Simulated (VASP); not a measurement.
Wanted: the native input for a VASP 6.6.1 run.

* Task: single point
* Functional: PBE
* Potentials or basis: VASP PAW PBE potentials, release 64 (Be, Te)
* Cutoff: 520 eV
* k mesh: 10 × 10 × 10
* Occupations: gaussian, width 0.05 eV
* Spin: collinear spin, ferromagnetic start
* Starting moments: [2.0, 2.0] μB
* Dipole correction: no
* Further INCAR settings: ALGO = Normal; EDIFF = 1e-06; NBANDS = 15

The structure of BeTe lies in POSCAR:

```
BeTe
1.0
    0.0000000000      2.8324841938      2.8324841938
    2.8324841938      0.0000000000      2.8324841938
    2.8324841938      2.8324841938      0.0000000000
Be Te
1 1
Direct
    0.0000000000      0.0000000000      0.0000000000
    0.7500000000      0.7500000000      0.7500000000
```

One way to write it, as run:

INCAR

```
SYSTEM = BeTe
ALGO     = Normal         ! electronic algorithm
EDIFF    = 1E-6           ! SCF threshold, eV
ENCUT    = 520            ! plane-wave cutoff, eV
GGA      = PE             ! functional
ISIF     = 2              ! what is computed and relaxed
ISMEAR   = 0              ! smearing method
ISPIN    = 2              ! spin polarisation
LASPH    = .TRUE.         ! aspherical terms in the spheres
LCHARG   = .TRUE.         ! write CHGCAR
LELF     = .TRUE.         ! ELF
LORBIT   = 11             ! projections on sites
LREAL    = .FALSE.        ! projectors in reciprocal space
LVHAR    = .TRUE.       
LWAVE    = .FALSE.        ! write WAVECAR
MAGMOM   = 2 2            ! initial moments
NBANDS   = 15             ! bands
NELM     = 150            ! most SCF steps
PREC     = Accurate       ! precision mode
SIGMA    = 0.05           ! smearing width, eV
```

KPOINTS

```
k-points
0
G
  10 10 10
  0 0 0
```

Potentials or basis: VASP PAW PBE potentials, release 64 (Be, Te).

The run is started by

```console
$ cat potpaw_PBE.64/Be/POTCAR potpaw_PBE.64/Te/POTCAR > POTCAR
$ mpirun -np 1 vasp_std > vasp.out
```

It gave:

The pressure is 0.1 GPa. The band gap on the k mesh is 2.02 eV, indirect (least direct gap 3.62 eV), the net moment is 0.00 μB per cell and the valence electrons inside the program's atomic spheres are Be 0.93; Te 3.50.

Caveat: spin-orbit coupling is left out, which moves the levels of the heavy elements.

It took 55 s on 1 thread of Intel(R) Xeon(R) Platinum 8375C CPU @ 2.90GHz (Ice Lake) (shared host), peak memory 0.22 GiB.
